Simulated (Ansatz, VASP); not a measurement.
**H: VASP beside Ansatz**

```
H
1.0
     2.37842   -2.25408    0.00000
     2.37842    2.25408    0.00000
     0.00000    0.00000    4.51236
H
4
Cartesian
  2.3784 -1.9836 0.2604
  2.3784 0.2705 1.9958
  2.3784 -0.2705 2.5166
  2.3784 1.9836 4.2519
```

Alike in both runs: functional PBE; dispersion D3(BJ); k mesh 6 × 6 × 4; occupations gaussian, width 0.02 eV; no spin polarisation.

Ansatz relaxed the structure, and its values are those at the end. VASP's run is a single point on that final structure, the one shown.

|  | VASP | Ansatz |
| --- | --- | --- |
| version | VASP 6.6.1 | Ansatz 0.2.0 |
| potentials or method | VASP PAW PBE potentials, release 64 (H), cutoff 520 eV | scalar-relativistic, plane waves, PAW |
| valence electrons in the cell | 4 | 4 |

Ansatz gave:

```
gap on the k mesh at the Fermi level (eV) : 9.24
least direct gap on the mesh (eV)         : 9.80
pressure (GPa)                            : 0.0
rms of the force components (eV/Å)        : 0.003
```

Estimate VASP's values.

gap on the k mesh at the Fermi level (eV): 9.24; least direct gap on the mesh (eV): 9.80; pressure (GPa): -0.2; rms of the force components (eV/Å): 0.004.
